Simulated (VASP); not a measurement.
Wanted: the native input for a VASP 6.6.1 run.

- Task: single point
- Functional: PBE
- Potentials or basis: VASP PAW PBE potentials, release 64 (In_d, Pd)
- Cutoff: 520 eV
- k mesh: 8 × 8 × 8
- Occupations: gaussian, width 0.023 eV
- Spin: no spin polarisation
- Dipole correction: no
- Further INCAR settings: ALGO = Fast; EDIFF = 1e-07; NBANDS = 18

The structure of InPd lies in POSCAR:

```
InPd
1.0
    3.2718847800      0.0000000000      0.0000000000
    0.0000000000      3.2718847800      0.0000000000
    0.0000000000      0.0000000000      3.2718847800
In Pd
1 1
Direct
    0.0000000000      0.0000000000      0.0000000000
    0.5000000000      0.5000000000      0.5000000000
```

These files were run (other wordings do the same):

INCAR

```
SYSTEM = InPd
PREC = Accurate
ENCUT = 520
EDIFF = 1E-7
ISMEAR = 0
SIGMA = 0.023
LREAL = .False.
LASPH = .True.
NELM = 60
ALGO = Fast
ISIF = 2
LWAVE = .False.
LCHARG = .False.
GGA = PE
NBANDS = 18
```

KPOINTS

```
regular mesh
0
Gamma
  8 8 8
  0 0 0
```

Potentials or basis: VASP PAW PBE potentials, release 64 (In_d, Pd).

Run with:

```console
$ cat potpaw_PBE.64/In_d/POTCAR potpaw_PBE.64/Pd/POTCAR > POTCAR
$ mpirun -np 1 vasp_std > vasp.out
```

It gave:

```json
{"Pressure": "3.7 GPa"}
```

Run time: 11 s on 1 thread of Intel Xeon 6975P-C, on a shared host, peak memory 0.15 GiB.
